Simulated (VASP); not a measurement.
A run of VASP 6.6.1 is set up as follows.

The input INCAR:

```
SYSTEM = Ge
ALGO     = Normal         ! electronic algorithm
EDIFF    = 1E-6           ! SCF threshold, eV
ENCUT    = 500            ! plane-wave cutoff, eV
GGA      = PS             ! functional
GGA_COMPAT= .False.      
ISIF     = 2              ! what is computed and relaxed
ISMEAR   = 0              ! smearing method
LASPH    = .True.         ! aspherical terms in the spheres
LCHARG   = .False.        ! write CHGCAR
LREAL    = .False.        ! projectors in reciprocal space
LWAVE    = .False.        ! write WAVECAR
NBANDS   = 21             ! bands
NELM     = 120            ! most SCF steps
PREC     = Accurate       ! precision mode
SIGMA    = 0.1            ! smearing width, eV
```

Contents of KPOINTS:

```
k-points
0
Gamma
  12 12 12
  0 0 0
```

File POSCAR:

```
Ge
1.0
    0.0154672705      2.8507767742      2.8300907287
    2.8507767742      0.0154672705      2.8300907287
    2.8662440447      2.8662440447      0.0000000000
Ge
2
Direct
    0.0007530226      0.0007530226     -0.0007530226
    0.2492469774      0.2492469774      0.2507530226
```

Potentials or basis: VASP PAW PBE potentials, release 64 (Ge_d).

The run is started by

```sh
$ cat potpaw_PBE.64/Ge_d/POTCAR > POTCAR
$ mpirun -np 1 vasp_std > vasp.out
```

(1) What does it give for the band gap on the k mesh?

(2) Estimate the pressure.

## Answers

(1) zero (bands 14 and 15 overlap by 0.01 eV).

(2) -0.9 GPa.

Caveat: the cell differs from its parent crystal (strained cell); semilocal functionals underestimate gaps, and a narrow one can read as zero; the PAW data sets were made with another functional, which shifts forces and pressure a little.
